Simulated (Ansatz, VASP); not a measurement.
# Cr: VASP beside Ansatz

```
CELL_PARAMETERS angstrom
2.71400 0.00000 0.00000
-1.35700 2.35039 0.00000
0.00000 0.00000 4.41000
ATOMIC_POSITIONS crystal
Cr 0.33333 0.66667 0.25000
Cr 0.66667 0.33333 0.75000
```

Alike in both runs: task single point; functional LDA; k mesh 12 × 12 × 7; occupations fermi-dirac, width 0.03 eV; non-collinear spin.

|  | VASP | Ansatz |
| --- | --- | --- |
| version | VASP 6.6.1 | Ansatz 0.2.0 |
| potentials or method | VASP PAW LDA potentials, release 64 (Cr_pv), cutoff 520 eV | all-electron LAPW, scalar-relativistic |

Ansatz gave:

| Quantity | Value |
| --- | --- |
| net moment per atom (μB) | 0.56 |
| size of the moment on the site where the two differ most (μB) | 0.49 |

What did VASP give for the same quantities?

net moment per atom (μB): 0.50; size of the moment on the site where the two differ most (μB): 0.46.

LDA's correlation is that of Perdew and Zunger in VASP and of Perdew and Wang (1992) in Ansatz. Site moments also hang on the region over which each program counts them. Ansatz ran all-electron here, and VASP with PAW potentials.
